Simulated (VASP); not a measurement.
Set up this calculation in VASP 6.6.1, as the native input.

```
Task                   : single point
Functional             : PBE
Potentials or basis    : VASP PAW PBE potentials, release 64 (Si, N)
Cutoff                 : 520 eV
k mesh                 : 2 × 2 × 2
Occupations            : fermi-dirac, width 0.02 eV
Spin                   : collinear spin, ferromagnetic start
Starting moments       : [0.0, 0.0, 0.0, 0.0, 0.0, 0.0, 0.0, 0.0, 0.0, 0.0, 0.0, 0.0, 0.0, 0.0, 0.0, 0.0, 1.0] μB
Dipole correction      : no
Further INCAR settings : LREAL = Auto; ALGO = Normal; EDIFF = 1e-07; NBANDS = 52
```

The structure of Si16N (a cell with a defect) lies in POSCAR:

```
Si16N
1.0
    0.0000000000      5.4300000000      5.4300000000
    5.4300000000      0.0000000000      5.4300000000
    5.4300000000      5.4300000000      0.0000000000
Si N
16 1
Direct
   -0.0157090239      0.0304788214      0.0030755064
    0.1257458564      0.1798158379      0.1086740331
    0.0644751381     -0.0165193370      0.4839779006
    0.1708103131      0.1191160221      0.6225414365
   -0.0611141805      0.5586279926     -0.0402486188
    0.1019244936      0.6662523020      0.1202117864
   -0.0597513812      0.4574677716      0.5024401473
    0.1356077348      0.5035082873      0.6264364641
    0.4940423573      0.0675782689     -0.0644659300
    0.6119613260      0.1669705341      0.1053314917
    0.5601012891      0.0366574586      0.4686095764
    0.6932504604      0.1826795580      0.5831215470
    0.4622559853      0.5377992634     -0.0048895028
    0.5785174954      0.6883701657      0.0917587477
    0.4766482505      0.5572559853      0.4541988950
    0.5973296501      0.6863535912      0.6140699816
    0.2169889503      0.7273572744      0.5103959484
```

One way to write it, as run:

INCAR

```
SYSTEM = Si16N
PREC = Accurate
ENCUT = 520
EDIFF = 1E-7
ISMEAR = -1
SIGMA = 0.02
LREAL = Auto
LASPH = .TRUE.
NELM = 150
ALGO = Normal
ISIF = 2
LWAVE = .FALSE.
LCHARG = .FALSE.
ISPIN = 2
MAGMOM = 0 0 0 0 0 0 0 0 0 0 0 0 0 0 0 0 1
LORBIT = 11
GGA = PE
NBANDS = 52
```

KPOINTS

```
regular mesh
0
G
  2 2 2
  0 0 0
```

Potentials or basis: VASP PAW PBE potentials, release 64 (Si, N).

Command:

```bash
$ cat potpaw_PBE.64/Si/POTCAR potpaw_PBE.64/N/POTCAR > POTCAR
$ mpirun -np 1 vasp_std > vasp.out
```

It gave:

```
Pressure                                              : 2.6 GPa
Largest force                                         : 2.520 eV/Å
Net moment                                            : 0.42 μB per cell
Site moments                                          : Si +0.00, +0.01, +0.03, +0.02; N +0.04 μB
Valence electrons inside the program's atomic spheres : Si 1.67, 1.64, 1.65, 1.69, 1.72, 1.74; N 3.92
```

Caveat: the k points lie up to 0.50 Å⁻¹ apart.

Wall time 12 min on 1 thread of Intel Xeon 6975P-C, on a shared host, peak memory 0.72 GiB.
